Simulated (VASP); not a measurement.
Set up this calculation in VASP 6.6.1, as the native input.

| Item | Value |
| --- | --- |
| Task | single point |
| Functional | r2SCAN |
| Potentials or basis | VASP PAW PBE potentials, release 64 (B, N) |
| Cutoff | 520 eV |
| k mesh | 10 × 10 × 2 |
| Occupations | gaussian, width 0.05 eV |
| Spin | no spin polarisation |
| Dipole correction | no |
| Further INCAR settings | ALGO = Normal; EDIFF = 1e-06; NBANDS = 36 |

The system is BN.

```
B N
1.0
    -2.55394    0.00000    0.00000
    -1.27697   -2.21178    0.00000
     0.00000    0.00000   12.93056
B N
6 6
Direct
  0.66667 0.66667 0.22461
  0.66667 0.66667 0.55150
  0.66667 0.66667 0.87839
  0.33333 0.33333 0.06117
  0.33333 0.33333 0.38806
  0.33333 0.33333 0.71495
  0.66667 0.66667 0.10221
  0.66667 0.66667 0.42910
  0.66667 0.66667 0.75599
  0.33333 0.33333 0.91943
  0.33333 0.33333 0.26565
  0.33333 0.33333 0.59254
```

One way to write it, as run:

POSCAR

```
BN
1.0
   -2.5539396017      0.0000000000      0.0000000000
   -1.2769698008     -2.2117765748      0.0000000000
    0.0000000000      0.0000000000     12.9305650000
B N
6 6
Direct
    0.6666666667      0.6666666667      0.2246130401
    0.6666666667      0.6666666667      0.5515016950
    0.6666666667      0.6666666667      0.8783903499
    0.3333333333      0.3333333333      0.0611687127
    0.3333333333      0.3333333333      0.3880573676
    0.3333333333      0.3333333333      0.7149460225
    0.6666666667      0.6666666667      0.1022102371
    0.6666666667      0.6666666667      0.4290988920
    0.6666666667      0.6666666667      0.7559875469
    0.3333333333      0.3333333333      0.9194318743
    0.3333333333      0.3333333333      0.2656545645
    0.3333333333      0.3333333333      0.5925432194
```

INCAR.step1

```
PREC = Accurate
ENCUT = 520
ISMEAR = 0
SIGMA = 0.05
LREAL = F
LASPH = T
NELM = 60
NBANDS = 36
GGA = PE
ALGO = Normal
EDIFF = 1E-4
LWAVE = T
LCHARG = F
```

INCAR.step2

```
PREC = Accurate
ENCUT = 520
EDIFF = 1E-6
ISMEAR = 0
SIGMA = 0.05
LREAL = F
LASPH = T
NELM = 60
ALGO = Normal
ISIF = 2
LWAVE = F
LCHARG = F
METAGGA = R2SCAN
LMIXTAU = T
NBANDS = 36
ISTART = 1
```

KPOINTS

```
Automatic mesh
0
Gamma
  10 10 2
```

Potentials or basis: VASP PAW PBE potentials, release 64 (B, N).

Launch:

```console
$ cat potpaw_PBE.64/B/POTCAR potpaw_PBE.64/N/POTCAR > POTCAR
$ cp INCAR.step1 INCAR
$ mpirun -np 1 vasp_std > vasp.out
$ cp INCAR.step2 INCAR
$ mpirun -np 1 vasp_std > vasp.out
```

It gave:

```json
{"Pressure": "-8.4 GPa", "Largest force": "1.811 eV/Å", "Band gap on the k mesh": "5.67 eV"}
```

Caveat: the PAW data sets were made with another functional, which shifts forces and pressure a little.

It took 3.3 min on 1 thread of Intel(R) Xeon(R) Platinum 8375C CPU @ 2.90GHz (Ice Lake) (shared host), peak memory 0.22 GiB.
